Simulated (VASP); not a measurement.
# W16Cl in VASP: a series of runs, part 2 of 2

VASP 6.6.1. The steps go on from the part before.

## 3. Single point, PBE

INCAR reads:

```
SYSTEM = W16Cl
  ALGO = Fast
  DIPOL = 0.5 0.5 0.328
  EDIFF = 1E-6
  ENCUT = 520
  GGA = PE
  IDIPOL = 3
  ISIF = 2
  ISMEAR = 0
  LASPH = .True.
  LCHARG = .True.
  LDIPOL = .True.
  LELF = .True.
  LREAL = Auto
  LVACPOTAV = .True.
  LVHAR = .True.
  LWAVE = .False.
  NBANDS = 130
  NELM = 60
  PREC = Accurate
  SIGMA = 0.1
```

KPOINTS reads:

```
k-points
0
Gamma
  4 4 1
  0 0 0
```

POSCAR reads:

```
W16Cl
1.0
    6.3673983380      0.0000000000      0.0000000000
    0.0000000000      6.3673983380      0.0000000000
    0.0000000000      0.0000000000     20.1425770443
W Cl
16 1
Direct
    0.2500000000      0.2500000000      0.1985843217
    0.2500000000      0.7500000000      0.1985843217
    0.7500000000      0.2500000000      0.1985843217
    0.7500000000      0.7500000000      0.1985843217
    0.0000000000      0.0000000000      0.2776134142
    0.0000000000      0.5000000000      0.2776134142
    0.5000000000      0.0000000000      0.2776134142
    0.5000000000      0.5000000000      0.2776134142
    0.2500000000      0.2500000000      0.3599451664
    0.2500000000      0.7500000000      0.3599451664
    0.7500000000      0.2500000000      0.3599451664
    0.7500000000      0.7500000000      0.3599451664
    0.0000000000      0.0000000000      0.4290700751
    0.0000000000      0.5000000000      0.4290700751
    0.5000000000      0.0000000000      0.4290700751
    0.5000000000      0.5000000000      0.4290700751
    0.1250000000      0.2500000000      0.5230979503
```

Potentials or basis: VASP PAW PBE potentials, release 64 (W_sv, Cl).

Started as:

```sh
$ cat potpaw_PBE.64/W_sv/POTCAR potpaw_PBE.64/Cl/POTCAR > POTCAR
$ mpirun -np 1 vasp_std > vasp.out
```

OUTCAR:

```text
SYSTEM = W16Cl
   EDIFF = 1E-6
   ENCUT = 520
   GGA = PE
   ISIF = 2
   ISMEAR = 0
   LASPH = .True.
   LREAL = Auto
   NELM = 60
   PREC = Accurate

 ion  position               nearest neighbor table
   1  0.250  0.250  0.199-   5 2.76   6 2.76   7 2.76   8 2.76   2 3.18   3 3.18   2 3.18   3 3.18
                             9 3.25
   2  0.250  0.750  0.199-   5 2.76   6 2.76   7 2.76   8 2.76   1 3.18   4 3.18   1 3.18   4 3.18
                            10 3.25
   3  0.750  0.250  0.199-   5 2.76   6 2.76   7 2.76   8 2.76   1 3.18   4 3.18   4 3.18   1 3.18
                            11 3.25
   4  0.750  0.750  0.199-   5 2.76   6 2.76   7 2.76   8 2.76   2 3.18   3 3.18   3 3.18   2 3.18
                            12 3.25
   5  0.000  0.000  0.278-   1 2.76   2 2.76   3 2.76   4 2.76   9 2.80  10 2.80  11 2.80  12 2.80
                            13 3.05   7 3.18   6 3.18   6 3.18   7 3.18
   6  0.000  0.500  0.278-   1 2.76   2 2.76   3 2.76   4 2.76   9 2.80  10 2.80  11 2.80  12 2.80
                            14 3.05   8 3.18   5 3.18   5 3.18   8 3.18
   7  0.500  0.000  0.278-   1 2.76   2 2.76   3 2.76   4 2.76   9 2.80  10 2.80  11 2.80  12 2.80
                            15 3.05   8 3.18   5 3.18   8 3.18   5 3.18
   8  0.500  0.500  0.278-   1 2.76   2 2.76   3 2.76   4 2.76   9 2.80  10 2.80  11 2.80  12 2.80
                            16 3.05   7 3.18   6 3.18   7 3.18   6 3.18
   9  0.250  0.250  0.360-  13 2.65  14 2.65  15 2.65  16 2.65   5 2.80   6 2.80   7 2.80   8 2.80
                            10 3.18  11 3.18  10 3.18  11 3.18   1 3.25
  10  0.250  0.750  0.360-  13 2.65  14 2.65  15 2.65  16 2.65   5 2.80   6 2.80   7 2.80   8 2.80
                             9 3.18  12 3.18   9 3.18  12 3.18   2 3.25
  11  0.750  0.250  0.360-  13 2.65  14 2.65  15 2.65  16 2.65   5 2.80   6 2.80   7 2.80   8 2.80
                             9 3.18  12 3.18  12 3.18   9 3.18   3 3.25
  12  0.750  0.750  0.360-  13 2.65  14 2.65  15 2.65  16 2.65   5 2.80   6 2.80   7 2.80   8 2.80
                            10 3.18  11 3.18  11 3.18  10 3.18   4 3.25
  13  0.000  0.000  0.429-  17 2.60  10 2.65  11 2.65  12 2.65   9 2.65   5 3.05  15 3.18  14 3.18
                            14 3.18  15 3.18
  14  0.000  0.500  0.429-  17 2.60  10 2.65  11 2.65  12 2.65   9 2.65   6 3.05  16 3.18  13 3.18
                            13 3.18  16 3.18
  15  0.500  0.000  0.429-   9 2.65  10 2.65  11 2.65  12 2.65   7 3.05  13 3.18  16 3.18  16 3.18
                            13 3.18
  16  0.500  0.500  0.429-   9 2.65  10 2.65  11 2.65  12 2.65   8 3.05  14 3.18  15 3.18  15 3.18
                            14 3.18
  17  0.125  0.250  0.523-  13 2.60  14 2.60

  LATTYP: Found a simple tetragonal cell.
 ALAT       =     6.3673983380
 C/A-ratio  =     3.1633920127

  Lattice vectors:

 A1 = (   6.3673983380,   0.0000000000,   0.0000000000)
 A2 = (   0.0000000000,   6.3673983380,   0.0000000000)
 A3 = (   0.0000000000,   0.0000000000,  20.1425770443)

Analysis of symmetry for initial positions (statically):
=====================================================================
 Subroutine PRICEL returns:
 Original cell was already a primitive cell.

 Routine SETGRP: Setting up the symmetry group for a
 simple tetragonal supercell.

 Subroutine GETGRP returns: Found  2 space group operations
 (whereof  1 operations were pure point group operations)
 out of a pool of 16 trial point group operations.

The static configuration has the point symmetry C_1 .
 The point group associated with its full space group is C_1h.

Analysis of symmetry for dynamics (positions and initial velocities):
=====================================================================
 Subroutine PRICEL returns:
 Original cell was already a primitive cell.

 Routine SETGRP: Setting up the symmetry group for a
 simple tetragonal supercell.

 Subroutine GETGRP returns: Found  2 space group operations
[... 112 lines left out ...]
   ISPIN  =      1    spin polarized calculation?
   LNONCOLLINEAR =      F non collinear calculations
   LSORBIT =      F    spin-orbit coupling
   LASPH  =      T    aspherical Exc in radial PAW
   ENCUT  =  520.0 eV  38.22 Ry    6.18 a.u.  11.84 11.84 37.45*2*pi/ulx,y,z
   NELM   =     60;   NELMIN=  2; NELMDL= -5     # of ELM steps
   EDIFF  = 0.1E-05   stopping-criterion for ELM
   LREAL  =      T    real-space projection
   EDIFFG = 0.1E-04   stopping-criterion for IOM
   NSW    =      0    number of steps for IOM
   IBRION =     -1    ionic relax: 0-MD 1-quasi-New 2-CG
   NFREE  =      0    steps in history (QN), initial steepest desc. (CG)
   ISIF   =      2    stress and relaxation
   ISYM   =      2    0-nonsym 1-usesym 2-fastsym
   POTIM  = 0.5000    time-step for ionic-motion
   TEBEG  =    0.0;   TEEND  =   0.0 temperature during run
   PSTRESS=    0.0 pullay stress
   NELECT =     231.0000    total number of electrons
   NUPDOWN=      -1.0000    fix difference up-down
   EMIN   =  10.00;   EMAX   =-10.00  energy-range for DOS
   EFERMI =   0.00;   METHOD = LEGACY
   ISMEAR =     0;   SIGMA  =   0.10  broadening in eV -4-tet -1-fermi 0-gaus
   EFERMI_NEDOS =   21; number of points for ismear=-14 and -15
   IALGO  =     68    algorithm
   IMIX   =      4    mixing-type and parameters
     AMIX     =   0.40;   BMIX     =  1.00
     AMIX_MAG =   1.60;   BMIX_MAG =  1.00
  volume/ion in A,a.u.               =      48.04       324.18
  Fermi-wavevector in a.u.,A,eV,Ry     =   1.074647  2.030788 15.712906  1.154866
  Thomas-Fermi vector in A             =   2.210481
   LORBIT       =      0    0 simple, 1 ext, 2 COOP (PROOUT), +10 PAW based schemes
   GGA     = PE    functional components
   LHFCALC =     F    Hartree Fock is set to
   AEXX    =    0.0000 exact exchange contribution
   IVDW    =     0    specifies the selected vdW correction
   LEPSILON=     F    determine dielectric tensor
   LRPA    =     F    only Hartree local field effects (RPA)
 non-spin polarized calculation
 RMM-DIIS sequential band-by-band and
 Gauss-broadening in eV      SIGMA  =   0.10
  energy-cutoff  :      520.00
  volume of cell :      816.66
 maximum number of plane-waves:     22040
   NGX = 23   NGY = 23   NGZ = 75

 dipolmoment           0.000000      0.000000     -0.142837 electrons x Angstroem

 number of electron     230.9999964 magnetization

 dipolmoment           0.000000      0.000000      0.052755 electrons x Angstroem

 Free energy of the ion-electron system (eV)
  ---------------------------------------------------
  ext. energy  EPLUGINS =         0.00000000
  ---------------------------------------------------
  free energy    TOTEN  =      -190.64403251 eV

  energy without entropy =     -190.52544373  energy(sigma->0) =     -190.58473812

 E-fermi :   0.8567     XC(G=0):  -5.6377

 val. band max:        0.8551504092   @ k =   0.5000   0.5000   0.0000
 cond. band min:       0.8680746417   @ k =   0.5000   0.5000   0.0000
 fundamental gap:      0.0129242326
 Fermi energy:         0.8567293862

 k-point     1 :       0.0000    0.0000    0.0000
  band No.  band energies     occupation
      1     -73.0262      2.00000
      2     -72.9629      2.00000
      3     -72.9617      2.00000
      4     -72.9593      2.00000
      5     -72.9552      2.00000
      6     -72.9416      2.00000
[... 1159 lines left out ...]
    126       2.2119      0.00000
    127       2.2258      0.00000
 [bands above 127 left out]

------------------------ aborting loop because EDIFF is reached ----------------------------------------

  FORCE on cell =-STRESS in cart. coord.  units (eV):
  Direction    XX          YY          ZZ          XY          YZ          ZX
  --------------------------------------------------------------------------------------
  -------------------------------------------------------------------------------------
  Total      -22.6032295    -25.4328693    -10.5292506      0.0000000      0.0000000     -0.1061574
  in kB      -44.3447289    -49.8961308    -20.6570820      0.0000000      0.0000000     -0.2082676
  external PRESSURE =     -38.2993139 kB  Pullay stress =       0.0000000 kB

 VOLUME and BASIS-vectors are now :
 -----------------------------------------------------------------------------
  energy-cutoff  :      520.00
  volume of cell :      816.66
      direct lattice vectors                 reciprocal lattice vectors
     6.367398338  0.000000000  0.000000000     0.157050014  0.000000000  0.000000000
     0.000000000  6.367398338  0.000000000     0.000000000  0.157050014  0.000000000
     0.000000000  0.000000000 20.142577044     0.000000000  0.000000000  0.049646080

 POSITION                                       TOTAL-FORCE (eV/Angst)
 -----------------------------------------------------------------------------------
      1.59185      1.59185      4.00000         0.062078      0.000000      2.085657
      1.59185      4.77555      4.00000         0.005839      0.000000      1.964803
      4.77555      1.59185      4.00000        -0.019130      0.000000      1.963746
      4.77555      4.77555      4.00000         0.003620      0.000000      2.038200
      0.00000      0.00000      5.59185        -0.053378     -0.069386     -1.950495
      0.00000      3.18370      5.59185        -0.053378      0.069386     -1.950495
[... 9 lines left out ...]
      3.18370      3.18370      8.64258        -0.147569     -0.207312      0.056154
      0.79592      1.59185     10.53654        -0.299400      0.000000      0.018455
 -----------------------------------------------------------------------------------
    total drift:                               -0.000071      0.000000      0.010907

  FREE ENERGIE OF THE ION-ELECTRON SYSTEM (eV)
  ---------------------------------------------------
  free  energy   TOTEN  =      -190.6440325107 eV

  energy  without entropy=     -190.5254437333  energy(sigma->0) =     -190.58473812

 vacuum level on the upper side and lower side of the slab         5.269         5.033
```

Wall time 74 min (1 thread of Oxide Virtual Turin-like, shared host); peak memory 1 GiB.

What came out:

```
Free energy            : -190.6440 eV
Largest force          : 2.117 eV/Å
Band gap on the k mesh : zero (an odd number of electrons rules out a gap without spin polarisation)
```

Forces on the atoms (eV/Å):
```
W    0.062  0.000  2.086
W    0.006  0.000  1.965
W   -0.019  0.000  1.964
W    0.004  0.000  2.038
W   -0.053 -0.069 -1.950
W   -0.053  0.069 -1.950
W   -0.002 -0.051 -2.116
W   -0.002  0.051 -2.116
W    0.460  0.000 -0.890
W    0.068  0.000 -0.136
W   -0.139  0.000 -0.258
W   -0.654  0.000 -0.317
W    0.458  0.175  0.776
W    0.458 -0.175  0.776
W   -0.148  0.207  0.056
W   -0.148 -0.207  0.056
Cl  -0.299  0.000  0.018
```

Caveat: spin-orbit coupling is left out, which moves the levels of the heavy elements; an odd number of electrons without spin polarisation forces a metal; a magnetic or distorted state may lie lower.

## 4. Single point, PBE

INCAR reads:

```
SYSTEM = W16Cl
PREC = Accurate
ENCUT = 520
EDIFF = 1E-7
ISMEAR = 0
SIGMA = 0.1
LREAL = Auto
LASPH = .True.
NELM = 60
ALGO = Fast
ISIF = 2
LWAVE = .False.
LCHARG = .False.
LDIPOL = .True.
IDIPOL = 3
DIPOL = 0.5 0.5 0.329
GGA = PE
NBANDS = 130
```

KPOINTS reads:

```
regular mesh
0
Gamma
  4 4 1
  0 0 0
```

Changes to POSCAR since step 3:

```diff
@@ -24,2 +24,2 @@
     0.5000000000      0.5000000000      0.4290700751
-    0.1250000000      0.2500000000      0.5230979503
+    0.0000000000      0.1250000000      0.5391147254
```

Potentials or basis: VASP PAW PBE potentials, release 64 (W_sv, Cl).

Started as:

```sh
$ cat potpaw_PBE.64/W_sv/POTCAR potpaw_PBE.64/Cl/POTCAR > POTCAR
$ mpirun -np 1 vasp_std > vasp.out
```

OUTCAR:

```text
SYSTEM = W16Cl
   PREC = Accurate
   ENCUT = 520
   EDIFF = 1E-7
   ISMEAR = 0
   LREAL = Auto
   LASPH = .True.
   NELM = 60
   ISIF = 2
   GGA = PE

 ion  position               nearest neighbor table
   1  0.250  0.250  0.199-   5 2.76   6 2.76   7 2.76   8 2.76   2 3.18   3 3.18   2 3.18   3 3.18
                             9 3.25
   2  0.250  0.750  0.199-   5 2.76   6 2.76   7 2.76   8 2.76   1 3.18   4 3.18   1 3.18   4 3.18
                            10 3.25
   3  0.750  0.250  0.199-   5 2.76   6 2.76   7 2.76   8 2.76   1 3.18   4 3.18   4 3.18   1 3.18
                            11 3.25
   4  0.750  0.750  0.199-   5 2.76   6 2.76   7 2.76   8 2.76   2 3.18   3 3.18   3 3.18   2 3.18
                            12 3.25
   5  0.000  0.000  0.278-   1 2.76   2 2.76   3 2.76   4 2.76   9 2.80  10 2.80  11 2.80  12 2.80
                            13 3.05   7 3.18   6 3.18   6 3.18   7 3.18
   6  0.000  0.500  0.278-   1 2.76   2 2.76   3 2.76   4 2.76   9 2.80  10 2.80  11 2.80  12 2.80
                            14 3.05   8 3.18   5 3.18   5 3.18   8 3.18
   7  0.500  0.000  0.278-   1 2.76   2 2.76   3 2.76   4 2.76   9 2.80  10 2.80  11 2.80  12 2.80
                            15 3.05   8 3.18   5 3.18   8 3.18   5 3.18
   8  0.500  0.500  0.278-   1 2.76   2 2.76   3 2.76   4 2.76   9 2.80  10 2.80  11 2.80  12 2.80
                            16 3.05   7 3.18   6 3.18   7 3.18   6 3.18
   9  0.250  0.250  0.360-  13 2.65  14 2.65  15 2.65  16 2.65   5 2.80   6 2.80   7 2.80   8 2.80
                            10 3.18  11 3.18  10 3.18  11 3.18   1 3.25
  10  0.250  0.750  0.360-  13 2.65  14 2.65  15 2.65  16 2.65   5 2.80   6 2.80   7 2.80   8 2.80
                             9 3.18  12 3.18   9 3.18  12 3.18   2 3.25
  11  0.750  0.250  0.360-  13 2.65  14 2.65  15 2.65  16 2.65   5 2.80   6 2.80   7 2.80   8 2.80
                             9 3.18  12 3.18  12 3.18   9 3.18   3 3.25
  12  0.750  0.750  0.360-  13 2.65  14 2.65  15 2.65  16 2.65   5 2.80   6 2.80   7 2.80   8 2.80
                            10 3.18  11 3.18  11 3.18  10 3.18   4 3.25
  13  0.000  0.000  0.429-  17 2.36  10 2.65  11 2.65  12 2.65   9 2.65   5 3.05  15 3.18  14 3.18
                            14 3.18  15 3.18
  14  0.000  0.500  0.429-   9 2.65  10 2.65  11 2.65  12 2.65   6 3.05  13 3.18  16 3.18  13 3.18
                            16 3.18
  15  0.500  0.000  0.429-   9 2.65  10 2.65  11 2.65  12 2.65   7 3.05  13 3.18  16 3.18  16 3.18
                            13 3.18
  16  0.500  0.500  0.429-   9 2.65  10 2.65  11 2.65  12 2.65   8 3.05  14 3.18  15 3.18  15 3.18
                            14 3.18
  17  0.000  0.125  0.539-  13 2.36
[... 198 lines left out ...]
  ext. energy  EPLUGINS =         0.00000000
  ---------------------------------------------------
  free energy    TOTEN  =      -190.60563404 eV

  energy without entropy =     -190.46646950  energy(sigma->0) =     -190.53605177

 E-fermi :   0.7994     XC(G=0):  -5.6540

 val. band max:        0.7934623285   @ k =   0.5000   0.0000   0.0000
 cond. band min:       0.8019504406   @ k =   0.5000   0.5000   0.0000
 fundamental gap:      0.0084881121
 Fermi energy:         0.7993953152

 k-point     1 :       0.0000    0.0000    0.0000
  band No.  band energies     occupation
      1     -73.0779      2.00000
      2     -73.0272      2.00000
      3     -73.0142      2.00000
      4     -73.0122      2.00000
      5     -73.0048      2.00000
      6     -73.0043      2.00000
[... 1159 lines left out ...]
    126       2.1318      0.00000
    127       2.1793      0.00000
 [bands above 127 left out]

------------------------ aborting loop because EDIFF is reached ----------------------------------------

 vacuum level on the upper side and lower side of the slab       (xc-potential included)         0.102        -0.322

  FORCE on cell =-STRESS in cart. coord.  units (eV):
  Direction    XX          YY          ZZ          XY          YZ          ZX
  --------------------------------------------------------------------------------------
  -------------------------------------------------------------------------------------
  Total      -22.1310555    -24.0328362    -10.3094768      0.0000000      0.6207001      0.0000000
  in kB      -43.4183822    -47.1494396    -20.2259129      0.0000000      1.2177365      0.0000000
  external PRESSURE =     -36.9312449 kB  Pullay stress =       0.0000000 kB

 VOLUME and BASIS-vectors are now :
 -----------------------------------------------------------------------------
  energy-cutoff  :      520.00
  volume of cell :      816.66
      direct lattice vectors                 reciprocal lattice vectors
     6.367398338  0.000000000  0.000000000     0.157050014  0.000000000  0.000000000
     0.000000000  6.367398338  0.000000000     0.000000000  0.157050014  0.000000000
     0.000000000  0.000000000 20.142577044     0.000000000  0.000000000  0.049646080

 POSITION                                       TOTAL-FORCE (eV/Angst)
 -----------------------------------------------------------------------------------
      1.59185      1.59185      4.00000         0.036463      0.020952      1.993484
      1.59185      4.77555      4.00000         0.007718      0.001047      2.001649
      4.77555      1.59185      4.00000        -0.036463      0.020952      1.993484
      4.77555      4.77555      4.00000        -0.007718      0.001047      2.001649
      0.00000      0.00000      5.59185         0.000000     -0.046027     -2.056692
      0.00000      3.18370      5.59185         0.000000      0.053705     -1.961311
[... 9 lines left out ...]
      3.18370      3.18370      8.64258         0.000000     -0.025863      0.126180
      0.00000      0.79592     10.85916         0.000000      0.162909      0.019480
 -----------------------------------------------------------------------------------
    total drift:                                0.000000     -0.000066      0.008680

  FREE ENERGIE OF THE ION-ELECTRON SYSTEM (eV)
  ---------------------------------------------------
  free  energy   TOTEN  =      -190.6056340417 eV

  energy  without entropy=     -190.4664695028  energy(sigma->0) =     -190.53605177

 vacuum level on the upper side and lower side of the slab         5.300         4.855
```

stdout:

```text
POSCAR found type information on POSCAR W Cl
 POSCAR found :  2 types and      17 ions
 scaLAPACK will be used
 LDA part: xc-table for (Slater+PW92), standard interpolation
 POSCAR, INCAR and KPOINTS ok, starting setup
 FFT: planning ... GRIDC
 FFT: planning ... GRID_SOFT
 FFT: planning ... GRID
 WAVECAR not read
 entering main loop
WARNING in EDDRMM: call to ZHEGV failed, returncode =   8  4    129
```

It took 57 min on 1 thread of Oxide Virtual Turin-like, shared host; peak memory 1 GiB.

Results:

| Item | Value |
| --- | --- |
| Free energy | -190.6056 eV |
| Largest force | 2.235 eV/Å |
| Band gap on the k mesh | zero (an odd number of electrons rules out a gap without spin polarisation) |

Forces in eV/Å, atoms in the order of the input:
```
W    0.036  0.021  1.993
W    0.008  0.001  2.002
W   -0.036  0.021  1.993
W   -0.008  0.001  2.002
W    0.000 -0.046 -2.057
W    0.000  0.054 -1.961
W    0.000 -0.046 -2.054
W    0.000  0.010 -2.235
W    0.140  0.064 -0.366
W    0.336 -0.199 -0.215
W   -0.140  0.064 -0.366
W   -0.336 -0.199 -0.215
W    0.000 -0.082  1.291
W    0.000  0.196  0.211
W    0.000  0.004 -0.168
W    0.000 -0.026  0.126
Cl   0.000  0.163  0.019
```

Caveat: spin-orbit coupling is left out, which moves the levels of the heavy elements; an odd number of electrons without spin polarisation forces a metal; a magnetic or distorted state may lie lower.

## 5. The runs side by side

| cell | gap on the mesh (eV) | largest force (eV/Å) |
| --- | --- | --- |
| as given, atomic positions A | none | 2.23 |
| as given, atomic positions B | none | 2.12 |
| as given, atomic positions C | none | 2.23 |

Alike in all rows: task single point; level PBE; potentials or basis VASP PAW PBE potentials, release 64 (W_sv, Cl); no spin polarisation; k mesh 4 × 4 × 1; cutoff (eV) 520; smearing gaussian 0.1 eV.

Caveats: spin-orbit coupling is left out, which moves the levels of the heavy elements; an odd number of electrons without spin polarisation forces a metal; a magnetic or distorted state may lie lower.

Total energies depend on the potentials used, so only differences within one code and one set of settings carry meaning.
